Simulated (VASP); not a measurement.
# Pr2B (Cmcm) in VASP: further runs

Runs on Pr2B. Level: PBE. Tasks: single point, relaxation of cell and atoms.

Program: VASP 6.6.1. These are calculated values, not measurements. Logs are shortened: lines on timing, memory, paths and dates and some standing lists are left out, and cuts for length are marked.

**1. The cell of the first run**

The structure is orthorhombic, space group Cmcm (No. 63). Conventional cell: a = 3.820 Å, b = 12.003 Å, c = 6.705 Å, α = 90.00°, β = 90.00°, γ = 90.00°. Within 3.9 Å of Pr (site symmetry 2/m) lie 4 B at 2.85 Å and 10 Pr at 3.35 to 3.82 Å. Pr (site symmetry m2m) has 5 B at 2.74 to 4.03 Å and 12 Pr at 3.66 to 3.89 Å within 4.1 Å. B (site symmetry m2m) has 9 Pr at 2.74 to 4.03 Å and 4 B at 3.82 to 4.23 Å within 4.3 Å.

The cell was built from a structure type or drawn by symmetry, and may not be a known phase.

**2. Single point, PBE**

Contents of INCAR:

```
SYSTEM = Pr2B
  ALGO = Normal
  EDIFF = 1E-6
  ENCUT = 500
  GGA = PE
  GGA_COMPAT = .False.
  ISIF = 2
  ISMEAR = 0
  LASPH = .True.
  LCHARG = .False.
  LMAXMIX = 6
  LREAL = .False.
  LWAVE = .False.
  NBANDS = 34
  NELM = 200
  PREC = Accurate
  SIGMA = 0.2
```

Contents of KPOINTS:

```
k-points
0
Gamma
  4 4 3
  0 0 0
```

Contents of POSCAR:

```
Pr2B
1.0
    1.9101594702     -6.0015183903      0.0000000000
    1.9101594702      6.0015183903      0.0000000000
    0.0000000000      0.0000000000      6.7052125008
Pr B
4 2
Direct
    0.0000000000      0.0000000000      0.0000000000
    0.0000000000      0.0000000000      0.5000000000
    0.2715247852      0.7284752148      0.7500000000
    0.7284752148      0.2715247852      0.2500000000
    0.6075508585      0.3924491415      0.7500000000
    0.3924491415      0.6075508585      0.2500000000
```

Potentials or basis: VASP PAW PBE potentials, release 64 (Pr_3, B), 4f in core.

The run is started by

```bash
$ cat potpaw_PBE.64/Pr_3/POTCAR potpaw_PBE.64/B/POTCAR > POTCAR
$ mpirun -np 1 vasp_std > vasp.out
```

OUTCAR:

```text
SYSTEM = Pr2B
   EDIFF = 1E-6
   ENCUT = 500
   GGA = PE
   ISIF = 2
   ISMEAR = 0
   LASPH = .True.
   LREAL = .False.
   NELM = 200
   PREC = Accurate

 ion  position               nearest neighbor table
   1  0.000  0.000  0.000-   5 2.85   6 2.85   5 2.85   6 2.85   2 3.35   2 3.35   4 3.66   3 3.66
                             4 3.74   3 3.74   3 3.74   4 3.74
   2  0.000  0.000  0.500-   5 2.85   6 2.85   5 2.85   6 2.85   1 3.35   1 3.35   4 3.66   3 3.66
                             4 3.74   3 3.74   3 3.74   4 3.74
   3  0.272  0.728  0.750-   5 2.74   5 2.74   2 3.66   1 3.66   1 3.74   1 3.74   2 3.74   2 3.74
                             4 3.89   4 3.89   4 3.89   4 3.89
   4  0.728  0.272  0.250-   6 2.74   6 2.74   2 3.66   1 3.66   2 3.74   1 3.74   1 3.74   2 3.74
                             3 3.89   3 3.89   3 3.89   3 3.89
   5  0.608  0.392  0.750-   3 2.74   3 2.74   2 2.85   1 2.85   1 2.85   2 2.85
   6  0.392  0.608  0.250-   4 2.74   4 2.74   1 2.85   1 2.85   2 2.85   2 2.85

  LATTYP: Found a base centered orthorhombic cell.
 ALAT       =     3.8203189404
 B/A-ratio  =     3.1418939015
 C/A-ratio  =     1.7551446896

  Lattice vectors:

 A1 = (   1.9101594702,  -6.0015183903,   0.0000000000)
 A2 = (   1.9101594702,   6.0015183903,   0.0000000000)
 A3 = (   0.0000000000,   0.0000000000,   6.7052125008)

Analysis of symmetry for initial positions (statically):
=====================================================================
 Subroutine PRICEL returns:
 Original cell was already a primitive cell.

 Routine SETGRP: Setting up the symmetry group for a
 base centered orthorhombic supercell.

 Subroutine GETGRP returns: Found  8 space group operations
 (whereof  4 operations were pure point group operations)
 out of a pool of  8 trial point group operations.

The static configuration has the point symmetry C_2h.
 The point group associated with its full space group is D_2h.

Analysis of symmetry for dynamics (positions and initial velocities):
=====================================================================
 Subroutine PRICEL returns:
 Original cell was already a primitive cell.

 Routine SETGRP: Setting up the symmetry group for a
 base centered orthorhombic supercell.

 Subroutine GETGRP returns: Found  8 space group operations
 (whereof  4 operations were pure point group operations)
 out of a pool of  8 trial point group operations.

The dynamic configuration has the point symmetry C_2h.
 The point group associated with its full space group is D_2h.

 Subroutine INISYM returns: Found  8 space group operations
 (whereof  4 operations are pure point group operations),
[... 98 lines left out ...]
   NFREE  =      0    steps in history (QN), initial steepest desc. (CG)
   ISIF   =      2    stress and relaxation
   ISYM   =      2    0-nonsym 1-usesym 2-fastsym
   POTIM  = 0.5000    time-step for ionic-motion
   TEBEG  =    0.0;   TEEND  =   0.0 temperature during run
   PSTRESS=    0.0 pullay stress
   NELECT =      50.0000    total number of electrons
   NUPDOWN=      -1.0000    fix difference up-down
   EMIN   =  10.00;   EMAX   =-10.00  energy-range for DOS
   EFERMI =   0.00;   METHOD = LEGACY
   ISMEAR =     0;   SIGMA  =   0.20  broadening in eV -4-tet -1-fermi 0-gaus
   EFERMI_NEDOS =   21; number of points for ismear=-14 and -15
   IALGO  =     38    algorithm
   IMIX   =      4    mixing-type and parameters
     AMIX     =   0.40;   BMIX     =  1.00
     AMIX_MAG =   1.60;   BMIX_MAG =  1.00
  volume/ion in A,a.u.               =      25.62       172.91
  Fermi-wavevector in a.u.,A,eV,Ry     =   1.125832  2.127515 17.245364  1.267499
  Thomas-Fermi vector in A             =   2.262511
   LORBIT       =      0    0 simple, 1 ext, 2 COOP (PROOUT), +10 PAW based schemes
   GGA     = PE    functional components
   LHFCALC =     F    Hartree Fock is set to
   AEXX    =    0.0000 exact exchange contribution
   IVDW    =     0    specifies the selected vdW correction
   LEPSILON=     F    determine dielectric tensor
   LRPA    =     F    only Hartree local field effects (RPA)
 non-spin polarized calculation
 Gauss-broadening in eV      SIGMA  =   0.20
  energy-cutoff  :      500.00
  volume of cell :      153.74
 maximum number of plane-waves:      3931
 NGX is ok and might be reduce to    48
   NGX = 23   NGY = 23   NGZ = 25

 number of electron      50.0000000 magnetization

 Free energy of the ion-electron system (eV)
  ---------------------------------------------------
  ext. energy  EPLUGINS =         0.00000000
  ---------------------------------------------------
  free energy    TOTEN  =       -31.28078249 eV

  energy without entropy =      -31.15677788  energy(sigma->0) =      -31.21878019

 E-fermi :   3.7653     XC(G=0):  -9.9899

 val. band max:        3.7469065918   @ k =   0.2500   0.0000   0.3333
 cond. band min:       3.7902024724   @ k =   0.2500   0.2500   0.3333
 fundamental gap:      0.0432958806
 Fermi energy:         3.7653439875

 k-point     1 :       0.0000    0.0000    0.0000
  band No.  band energies     occupation
      1     -32.4343      2.00000
      2     -32.3660      2.00000
      3     -32.1618      2.00000
      4     -32.0359      2.00000
      5     -14.9776      2.00000
      6     -14.8428      2.00000
[... 507 lines left out ...]
     33       6.6750      0.00000
     34       6.8759      0.00000

------------------------ aborting loop because EDIFF is reached ----------------------------------------

  FORCE on cell =-STRESS in cart. coord.  units (eV):
  Direction    XX          YY          ZZ          XY          YZ          ZX
  --------------------------------------------------------------------------------------
  -------------------------------------------------------------------------------------
  Total        0.1175301      0.3504654      0.0159708      0.0000000     -0.0000000      0.0000000
  in kB        1.2248595      3.6524346      0.1664423      0.0000000     -0.0000000      0.0000000
  external PRESSURE =       1.6812455 kB  Pullay stress =       0.0000000 kB

 VOLUME and BASIS-vectors are now :
 -----------------------------------------------------------------------------
  energy-cutoff  :      500.00
  volume of cell :      153.74
      direct lattice vectors                 reciprocal lattice vectors
     1.910159470 -6.001518390  0.000000000     0.261758250 -0.083312250  0.000000000
     1.910159470  6.001518390  0.000000000     0.261758250  0.083312250  0.000000000
     0.000000000  0.000000000  6.705212501     0.000000000  0.000000000  0.149137704

 POSITION                                       TOTAL-FORCE (eV/Angst)
 -----------------------------------------------------------------------------------
      0.00000      0.00000      0.00000        -0.000000     -0.000000      0.000000
      0.00000      0.00000      3.35261         0.000000     -0.000000      0.000000
      1.91016      2.74240      5.02891        -0.000000      0.016047      0.000000
      1.91016     -2.74240      1.67630        -0.000000     -0.016047     -0.000000
      1.91016     -1.29094      5.02891        -0.000000      0.013814      0.000000
      1.91016      1.29094      1.67630        -0.000000     -0.013814     -0.000000
 -----------------------------------------------------------------------------------
    total drift:                                0.000000     -0.000000     -0.000000

  FREE ENERGIE OF THE ION-ELECTRON SYSTEM (eV)
  ---------------------------------------------------
  free  energy   TOTEN  =       -31.2807824874 eV

  energy  without entropy=      -31.1567778846  energy(sigma->0) =      -31.21878019
```

Wall time 86 s (1 thread of Intel Xeon 6975P-C (Granite Rapids), shared host); peak memory 0.34 GiB.

Results:

```yaml
Free_energy: -31.2808 eV
Pressure: 0.2 GPa
Largest_force: 0.016 eV/Å
Band_gap_on_the_k_mesh: zero (bands 25 and 26 overlap by 0.33 eV)
```

Forces in eV/Å, atoms in the order of the input:
```
Pr   0.000  0.000  0.000
Pr   0.000  0.000  0.000
Pr   0.000  0.016  0.000
Pr   0.000 -0.016  0.000
B    0.000  0.014  0.000
B    0.000 -0.014  0.000
```

Stress tensor (GPa, compression positive):
```
0.12 0.00 0.00
0.00 0.37 0.00
0.00 0.00 0.02
```

Caveat: the k points lie up to 0.43 Å⁻¹ apart; spin-orbit coupling is left out, which moves the levels of the heavy elements; the 4f electrons are frozen in the core, so they carry no moment and show no levels. Spin polarisation is off, so any magnetic state and its effect on volume and gap are missing.

**3. Relaxation of cell and atoms, PBE**

This run uses another cell than the first one, of 23.46 Å³/atom.

Contents of INCAR:

```
  PREC = Accurate
  ENCUT = 500
  EDIFF = 1E-7
  ISMEAR = 0
  SIGMA = 0.2
  LREAL = F
  LASPH = T
  NELM = 200
  ALGO = Normal
  ISIF = 3
  LWAVE = F
  LCHARG = F
  GGA = PE
  IBRION = 2
  NSW = 36
  EDIFFG = -0.08
  GGA_COMPAT = F
  NELMIN = 4
  LMAXMIX = 6
```

Contents of KPOINTS:

```
regular mesh
0
Gamma
  4 4 3
```

Contents of POSCAR:

```
Pr2B
1.0
    2.1665638700     -4.8093084700      0.0000000000
    2.1665638700      4.8093084700      0.0000000000
    0.0000000000      0.0000000000      6.7547454600
Pr B
4 2
Direct
    0.0000000000      0.0000000000      0.0000000000
    0.0000000000      0.0000000000      0.5000000000
    0.3068620000      0.6931380000      0.7500000000
    0.6931380000      0.3068620000      0.2500000000
    0.6218119900      0.3781880100      0.7500000000
    0.3781880100      0.6218119900      0.2500000000
```

Potentials or basis: VASP PAW PBE potentials, release 64 (Pr_3, B), 4f in core.

The run is started by

```bash
$ cat potpaw_PBE.64/Pr_3/POTCAR potpaw_PBE.64/B/POTCAR > POTCAR
$ mpirun -np 1 vasp_std > vasp.out
```

Wall time 8 min (1 thread of Intel Xeon 6975P-C (Granite Rapids), shared host); peak memory 0.31 GiB.

Results (log left out):

```
Free energy                           : -31.2748 eV
Relaxed volume                        : 25.58 Å³/atom
Relaxed cell                          : a = 6.304 Å, b = 6.304 Å, c = 6.664 Å, α = 90.00°, β = 90.00°, γ = 144.57°
Space group after relaxing (to 0.1 Å) : Cmcm (No. 63)
Energy gained by relaxing             : 179.5 meV/atom
Ionic steps                           : 17
Pressure after relaxing               : 0.1 GPa
Largest force after relaxing          : 0.068 eV/Å
Band gap on the k mesh                : zero (bands 25 and 26 overlap by 0.31 eV)
```

Forces in eV/Å, atoms in the order of the input:
```
Pr   0.000  0.000  0.000
Pr   0.000  0.000  0.000
Pr   0.000  0.002  0.000
Pr   0.000 -0.002  0.000
B    0.000  0.068  0.000
B    0.000 -0.068  0.000
```

Stress tensor (GPa, compression positive):
```
-0.08  0.00  0.00
 0.00  0.27  0.00
 0.00  0.00  0.09
```

Step by step:
```csv
step,energy change (eV),largest force (eV/Å),pressure (GPa),volume (Å³)
1,0.0000,0.4475,1.54,140.76
2,-0.0919,0.5412,-0.11,145.38
3,-0.1837,0.7444,-3.35,156.89
4,-0.2151,0.7686,-3.44,157.50
5,-0.3096,0.8255,-3.69,159.28
6,-0.4797,0.8706,-4.14,162.63
7,-0.6738,0.6445,-4.64,168.46
8,-0.8788,0.4302,-3.00,162.53
9,-1.0000,0.4127,-0.57,155.24
10,-1.0048,0.4088,0.13,153.40
11,-1.0294,0.3339,0.10,153.30
12,-1.0609,0.1053,0.06,152.91
13,-1.0650,0.1046,0.04,153.07
14,-1.0729,0.1010,-0.03,153.55
15,-1.0690,0.0938,-0.19,154.43
16,-1.0745,0.0989,-0.08,153.87
17,-1.0768,0.0680,0.09,153.51
```

Final structure:
```cif
data_structure
_symmetry_space_group_name_H-M 'P 1'
_symmetry_Int_Tables_number 1
_cell_length_a 6.3038
_cell_length_b 6.3038
_cell_length_c 6.6643
_cell_angle_alpha 90.000
_cell_angle_beta 90.000
_cell_angle_gamma 144.572
_cell_volume 153.51
loop_
_atom_site_label
_atom_site_type_symbol
_atom_site_fract_x
_atom_site_fract_y
_atom_site_fract_z
_atom_site_occupancy
Pr1 Pr 0.00000 0.00000 0.00000 1
Pr2 Pr 0.00000 0.00000 0.50000 1
Pr3 Pr 0.27210 0.72790 0.75000 1
Pr4 Pr 0.72790 0.27210 0.25000 1
B1 B 0.60968 0.39032 0.75000 1
B2 B 0.39032 0.60968 0.25000 1
```

Levels at points of the mesh, in eV from the Fermi level:
```csv
k point,band 23,band 24,band 25,band 26,band 27,band 28
"(0.00, 0.00, 0.00)",-0.96,-0.76,-0.37,0.42,0.75,1.10
"(0.50, 0.00, 0.00)",-0.58,-0.51,-0.50,0.15,0.33,0.78
"(0.50, 0.50, 0.00)",-0.92,-0.06,0.21,0.27,0.63,0.76
```

Caveat: the k points lie up to 0.43 Å⁻¹ apart in the final cell; a cell axis changed by over 15 % at a fixed basis, so the end point is rough; spin-orbit coupling is left out, which moves the levels of the heavy elements; the 4f electrons are frozen in the core, so they carry no moment and show no levels; the relaxation stopped at a loose force limit of 0.08 eV/Å, so its end isn't a converged minimum. Spin polarisation is off, so any magnetic state and its effect on volume and gap are missing.
